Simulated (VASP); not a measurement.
**TaN: single point with PBEsol**

TaN:

```
CELL_PARAMETERS angstrom
0.00000 2.10580 2.18784
2.18784 0.00000 2.18784
2.18784 2.10580 0.00000
ATOMIC_POSITIONS crystal
Ta 0.50000 0.50000 0.50000
N 0.00000 0.00000 0.00000
```

This cell differs from its parent crystal: strain -0.0375 x Voigt [0, 1, 0, 0, 0, 0].

- Program: VASP 6.6.1
- Task: single point
- Functional: PBEsol
- Potentials or basis: VASP PAW PBE potentials, release 64 (Ta_pv, N)
- Cutoff: 520 eV
- k mesh: 24 × 24 × 24
- Occupations: gaussian, width 0.15 eV
- Spin: no spin polarisation

```
Pressure               : 17.5 GPa
Band gap on the k mesh : zero (bands 8 and 9 overlap by 4.32 eV)
```

Stress tensor (GPa, compression positive):
```
 6.96  0.00  0.00
 0.00 38.54  0.00
 0.00  0.00  6.96
```

Levels at points of the mesh, in eV from the Fermi level:
| k point | band 5 | band 6 | band 7 | band 8 | band 9 | band 10 | band 11 | band 12 |
| --- | --- | --- | --- | --- | --- | --- | --- | --- |
| (0.00, 0.00, 0.00) | -4.02 | -4.02 | -3.80 | -2.44 | -2.44 | -1.95 | -0.25 | 0.01 |
| (0.50, 0.00, 0.00) | -10.85 | -8.01 | -7.99 | 1.88 | 2.26 | 2.27 | 3.97 | 7.64 |
| (0.50, 0.50, 0.00) | -6.87 | -5.84 | -4.77 | -4.55 | 2.15 | 3.61 | 4.12 | 5.21 |
| (0.50, 0.00, 0.50) | -6.41 | -5.93 | -4.87 | -4.87 | 2.31 | 3.87 | 3.87 | 5.22 |

Run time: 2.2 min on 1 thread of AMD EPYC 9R45 (Zen 5) (shared host), peak memory 0.38 GiB.

Caveat: the cell differs from its parent crystal (strain -0.0375 x Voigt [0, 1, 0, 0, 0, 0]); the cell stands under pressure; the PAW data sets were made with another functional, which shifts forces and pressure a little; spin-orbit coupling is left out, which moves the levels of the heavy elements.
